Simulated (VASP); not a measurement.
# LiMnCl3 (Pm-3m) in VASP: further runs

LiMnCl3 is run at these levels: PBE; tasks: single point, relaxation of cell and atoms.

All numbers are computed with VASP 6.6.1; they aren't measurements. Logs are shortened: lines on timing, memory, paths and dates and some standing lists are left out, and cuts for length are marked.

## 1. The cell of the first run

Symmetry: Pm-3m, No. 221, cubic system. Conventional cell: a = 4.989 Å, b = 4.989 Å, c = 4.989 Å, α = 90.00°, β = 90.00°, γ = 90.00°. Within 4.6 Å of Li (site symmetry m-3m) lie 12 Cl at 3.53 Å and 8 Mn at 4.32 Å. Mn (site symmetry m-3m) has 6 Cl at 2.49 Å within 3.3 Å. Within 3.3 Å of Cl (site symmetry 4/mmm) lie 2 Mn at 2.49 Å.

## 2. Single point, PBE, collinear spin, ferromagnetic start

The input, INCAR:

```
SYSTEM = LiMnCl3
  ALGO = Normal
  EDIFF = 1E-6
  ENCUT = 520
  GGA = PE
  ISIF = 2
  ISMEAR = 0
  ISPIN = 2
  LASPH = .True.
  LCHARG = .True.
  LELF = .True.
  LMAXMIX = 4
  LORBIT = 11
  LREAL = .False.
  LVHAR = .True.
  LWAVE = .False.
  MAGMOM = 0 4 0 0 0
  NBANDS = 30
  NELM = 150
  PREC = Accurate
  SIGMA = 0.1
```

The input, KPOINTS:

```
k-points
0
Gamma
  4 4 4
  0 0 0
```

The input, POSCAR:

```
LiMnCl3
1.0
    4.9886139172      0.0000000000      0.0000000000
    0.0000000000      4.9886139172      0.0000000000
    0.0000000000      0.0000000000      4.9886139172
Li Mn Cl
1 1 3
Direct
    0.5000000000      0.5000000000      0.5000000000
    0.0000000000      0.0000000000      0.0000000000
    0.5000000000      0.0000000000      0.0000000000
    0.0000000000      0.5000000000      0.0000000000
    0.0000000000      0.0000000000      0.5000000000
```

Potentials or basis: VASP PAW PBE potentials, release 64 (Li_sv, Mn_pv, Cl).

The run is started by

```console
$ cat potpaw_PBE.64/Li_sv/POTCAR potpaw_PBE.64/Mn_pv/POTCAR potpaw_PBE.64/Cl/POTCAR > POTCAR
$ mpirun -np 1 vasp_std > vasp.out
```

OUTCAR:

```text
SYSTEM = LiMnCl3
   EDIFF = 1E-6
   ENCUT = 520
   GGA = PE
   ISIF = 2
   ISMEAR = 0
   ISPIN = 2
   LASPH = .True.
   LORBIT = 11
   LREAL = .False.
   NELM = 150
   PREC = Accurate

 ion  position               nearest neighbor table
   1  0.500  0.500  0.500-
   2  0.000  0.000  0.000-   3 2.49   4 2.49   5 2.49   5 2.49   4 2.49   3 2.49
   3  0.500  0.000  0.000-   2 2.49   2 2.49
   4  0.000  0.500  0.000-   2 2.49   2 2.49
   5  0.000  0.000  0.500-   2 2.49   2 2.49

  LATTYP: Found a simple cubic cell.
 ALAT       =     4.9886139172

  Lattice vectors:

 A1 = (   4.9886139172,   0.0000000000,   0.0000000000)
 A2 = (   0.0000000000,   4.9886139172,   0.0000000000)
 A3 = (   0.0000000000,   0.0000000000,   4.9886139172)

Analysis of symmetry for initial positions (statically):
=====================================================================
 Subroutine PRICEL returns:
 Original cell was already a primitive cell.

 Routine SETGRP: Setting up the symmetry group for a
 simple cubic supercell.

 Subroutine GETGRP returns: Found 48 space group operations
 (whereof 48 operations were pure point group operations)
 out of a pool of 48 trial point group operations.

The static configuration has the point symmetry O_h .

Analysis of symmetry for dynamics (positions and initial velocities):
=====================================================================
 Subroutine PRICEL returns:
 Original cell was already a primitive cell.

 Routine SETGRP: Setting up the symmetry group for a
 simple cubic supercell.

 Subroutine GETGRP returns: Found 48 space group operations
 (whereof 48 operations were pure point group operations)
 out of a pool of 48 trial point group operations.

The dynamic configuration has the point symmetry O_h .

Analysis of structural, dynamic, and magnetic symmetry:
=====================================================================
 Subroutine PRICEL returns:
 Original cell was already a primitive cell.

 Routine SETGRP: Setting up the symmetry group for a
 simple cubic supercell.

 Subroutine GETGRP returns: Found 48 space group operations
 (whereof 48 operations were pure point group operations)
 out of a pool of 48 trial point group operations.

The overall configuration has the point symmetry O_h .

 Subroutine INISYM returns: Found 48 space group operations
 (whereof 48 operations are pure point group operations),
 and found     1 'primitive' translations

----------------------------------------------------------------------------------------

                                     Primitive cell

  volume of cell :     124.1480

  direct lattice vectors                    reciprocal lattice vectors
     4.988613917  0.000000000  0.000000000     0.200456483  0.000000000  0.000000000
     0.000000000  4.988613917  0.000000000     0.000000000  0.200456483  0.000000000
     0.000000000  0.000000000  4.988613917     0.000000000  0.000000000  0.200456483

  length of vectors
     4.988613917  4.988613917  4.988613917     0.200456483  0.200456483  0.200456483

  position of ions in fractional coordinates (direct lattice)
     0.500000000  0.500000000  0.500000000
     0.000000000  0.000000000  0.000000000
     0.500000000  0.000000000  0.000000000
     0.000000000  0.500000000  0.000000000
     0.000000000  0.000000000  0.500000000

  ion indices of the primitive-cell ions
   primitive index   ion index
                 1           1
                 2           2
                 3           3
                 4           4
                 5           5

----------------------------------------------------------------------------------------

 KPOINTS: k-points

Automatic generation of k-mesh.
 Grid dimensions read from file:
 generate k-points for:    4    4    4

 Generating k-lattice:

  Cartesian coordinates                     Fractional coordinates (reciprocal lattice)
     0.050114121  0.000000000  0.000000000     0.250000000  0.000000000  0.000000000
     0.000000000  0.050114121  0.000000000     0.000000000  0.250000000  0.000000000
     0.000000000  0.000000000  0.050114121     0.000000000  0.000000000  0.250000000

  Length of vectors
     0.050114121  0.050114121  0.050114121

  Shift w.r.t. Gamma in fractional coordinates (k-lattice)
     0.000000000  0.000000000  0.000000000

 Subroutine IBZKPT returns following result:
 ===========================================

 Found     10 irreducible k-points:

 Following reciprocal coordinates:
            Coordinates               Weight
  0.000000  0.000000  0.000000      1.000000
  0.250000  0.000000  0.000000      6.000000
  0.500000  0.000000  0.000000      3.000000
  0.250000  0.250000  0.000000     12.000000
  0.500000  0.250000  0.000000     12.000000
  0.500000  0.500000  0.000000      3.000000
  0.250000  0.250000  0.250000      8.000000
  0.500000  0.250000  0.250000     12.000000
  0.500000  0.500000  0.250000      6.000000
  0.500000  0.500000  0.500000      1.000000
   k-points           NKPTS =     10   k-points in BZ     NKDIM =     10   number of bands    NBANDS=     30
   number of dos      NEDOS =    301   number of ions     NIONS =      5
   total plane-waves  NPLWV =  64000
   dimension x,y,z NGX =    40 NGY =   40 NGZ =   40
   dimension x,y,z NGXF=    80 NGYF=   80 NGZF=   80
   ions per type =               1   1   3
   NGX,Y,Z   is equivalent  to a cutoff of  13.33, 13.33, 13.33 a.u.
   NGXF,Y,Z  is equivalent  to a cutoff of  26.66, 26.66, 26.66 a.u.
 SYSTEM =  LiMnCl3
   PREC   = accura    normal or accurate (medium, high low for compatibility)
   ISTART =      0    job   : 0-new  1-cont  2-samecut
   ICHARG =      2    charge: 1-file 2-atom 10-const
   ISPIN  =      2    spin polarized calculation?
   LNONCOLLINEAR =      F non collinear calculations
   LSORBIT =      F    spin-orbit coupling
   LASPH  =      T    aspherical Exc in radial PAW
   ENCUT  =  520.0 eV  38.22 Ry    6.18 a.u.   9.28  9.28  9.28*2*pi/ulx,y,z
   NELM   =    150;   NELMIN=  2; NELMDL= -5     # of ELM steps
   EDIFF  = 0.1E-05   stopping-criterion for ELM
   LREAL  =      F    real-space projection
   EDIFFG = 0.1E-04   stopping-criterion for IOM
   NSW    =      0    number of steps for IOM
   IBRION =     -1    ionic relax: 0-MD 1-quasi-New 2-CG
   NFREE  =      0    steps in history (QN), initial steepest desc. (CG)
   ISIF   =      2    stress and relaxation
   ISYM   =      2    0-nonsym 1-usesym 2-fastsym
   POTIM  = 0.5000    time-step for ionic-motion
   TEBEG  =    0.0;   TEEND  =   0.0 temperature during run
   PSTRESS=    0.0 pullay stress
   NELECT =      37.0000    total number of electrons
   NUPDOWN=      -1.0000    fix difference up-down
   EMIN   =  10.00;   EMAX   =-10.00  energy-range for DOS
   EFERMI =   0.00;   METHOD = LEGACY
   ISMEAR =     0;   SIGMA  =   0.10  broadening in eV -4-tet -1-fermi 0-gaus
   EFERMI_NEDOS =   21; number of points for ismear=-14 and -15
   IALGO  =     38    algorithm
   IMIX   =      4    mixing-type and parameters
     AMIX     =   0.40;   BMIX     =  1.00
     AMIX_MAG =   1.60;   BMIX_MAG =  1.00
  volume/ion in A,a.u.               =      24.83       167.56
  Fermi-wavevector in a.u.,A,eV,Ry     =   1.093525  2.066463 16.269815  1.195798
  Thomas-Fermi vector in A             =   2.229812
   LORBIT       =     11    0 simple, 1 ext, 2 COOP (PROOUT), +10 PAW based schemes
   GGA     = PE    functional components
   LHFCALC =     F    Hartree Fock is set to
   AEXX    =    0.0000 exact exchange contribution
   IVDW    =     0    specifies the selected vdW correction
   LEPSILON=     F    determine dielectric tensor
   LRPA    =     F    only Hartree local field effects (RPA)
 spin polarized calculation
 Gauss-broadening in eV      SIGMA  =   0.10
  energy-cutoff  :      520.00
  volume of cell :      124.15
 maximum number of plane-waves:      3407
 NGX is ok and might be reduce to    40
   NGX = 19   NGY = 19   NGZ = 19

 number of electron      37.0000013 magnetization       4.9999976

 Free energy of the ion-electron system (eV)
  ---------------------------------------------------
  ext. energy  EPLUGINS =         0.00000000
  ---------------------------------------------------
  free energy    TOTEN  =       -22.01169034 eV

  energy without entropy =      -22.01169034  energy(sigma->0) =      -22.01169034

 E-fermi :   2.8538     XC(G=0):  -7.9131

 val. band max:        2.4154975975   @ k =   0.5000   0.5000   0.5000
 cond. band min:       3.3190342652   @ k =   0.0000   0.0000   0.0000
 fundamental gap:      0.9035366677
 Fermi energy:         2.8538195417

 spin component 1

 k-point     1 :       0.0000    0.0000    0.0000
  band No.  band energies     occupation
      1     -48.2301      1.00000
      2     -48.2301      1.00000
      3     -48.2301      1.00000
      4     -46.4049      1.00000
      5     -13.6428      1.00000
      6     -12.8256      1.00000
[... 319 lines left out ...]
     29      11.2260      0.00000
     30      11.7684      0.00000
 Fermi energy:         2.8538195417

 spin component 2

 k-point     1 :       0.0000    0.0000    0.0000
  band No.  band energies     occupation
      1     -46.4037      1.00000
      2     -43.4459      1.00000
      3     -43.4459      1.00000
      4     -43.4459      1.00000
      5     -13.5099      1.00000
      6     -12.7080      1.00000
[... 319 lines left out ...]
     29      12.1502      0.00000
     30      12.1539      0.00000

------------------------ aborting loop because EDIFF is reached ----------------------------------------

  FORCE on cell =-STRESS in cart. coord.  units (eV):
  Direction    XX          YY          ZZ          XY          YZ          ZX
  --------------------------------------------------------------------------------------
  -------------------------------------------------------------------------------------
  Total        0.0162926      0.0162926      0.0162926     -0.0000000      0.0000000     -0.0000000
  in kB        0.2102618      0.2102618      0.2102618     -0.0000000      0.0000000     -0.0000000
  external PRESSURE =       0.2102618 kB  Pullay stress =       0.0000000 kB

 VOLUME and BASIS-vectors are now :
 -----------------------------------------------------------------------------
  energy-cutoff  :      520.00
  volume of cell :      124.15
      direct lattice vectors                 reciprocal lattice vectors
     4.988613917  0.000000000  0.000000000     0.200456483  0.000000000  0.000000000
     0.000000000  4.988613917  0.000000000     0.000000000  0.200456483  0.000000000
     0.000000000  0.000000000  4.988613917     0.000000000  0.000000000  0.200456483

 POSITION                                       TOTAL-FORCE (eV/Angst)
 -----------------------------------------------------------------------------------
      2.49431      2.49431      2.49431         0.000000      0.000000      0.000000
      0.00000      0.00000      0.00000         0.000000      0.000000      0.000000
      2.49431      0.00000      0.00000         0.000000      0.000000      0.000000
      0.00000      2.49431      0.00000         0.000000      0.000000      0.000000
      0.00000      0.00000      2.49431         0.000000      0.000000      0.000000
 -----------------------------------------------------------------------------------
    total drift:                                0.000000      0.000000     -0.000000

  FREE ENERGIE OF THE ION-ELECTRON SYSTEM (eV)
  ---------------------------------------------------
  free  energy   TOTEN  =       -22.0116903374 eV

  energy  without entropy=      -22.0116903374  energy(sigma->0) =      -22.01169034

 total charge

# of ion       s       p       d       tot
------------------------------------------
    1        1.985   0.005   0.000   1.990
    2        0.197   6.161   4.922  11.280
    3        1.594   3.553   0.000   5.147
    4        1.594   3.553   0.000   5.147
    5        1.594   3.553   0.000   5.147
--------------------------------------------------
tot          6.966  16.825   4.922  28.712

 magnetization (x)

# of ion       s       p       d       tot
------------------------------------------
    1        0.000   0.000   0.000   0.000
    2        0.037   0.033   4.389   4.460
    3        0.008   0.056   0.000   0.064
    4        0.008   0.056   0.000   0.064
    5        0.008   0.056   0.000   0.064
--------------------------------------------------
tot          0.063   0.200   4.389   4.653
```

It took 55 s on 1 thread of Intel Xeon 6975P-C (Granite Rapids), shared host; peak memory 0.29 GiB.

What came out:

| Quantity | Value |
| --- | --- |
| Free energy | -22.0117 eV |
| Band gap on the k mesh | 0.90 eV, indirect (least direct gap 1.54 eV) |
| Net moment | 5.00 μB per cell |
| Site moments | Li +0.00; Mn +4.46; Cl +0.06 μB |
| Valence electrons inside the program's atomic spheres | Li 1.99; Mn 11.28; Cl 5.15 |

Caveat: the cutoff is under 1.25 times the usual one of these potentials, so pressure, stress and relaxed cells hold a basis-set (Pulay) error; a cell with one magnetic atom can't hold antiferromagnetic order, which such compounds often take.

(Part 1 of 3 ends here.)
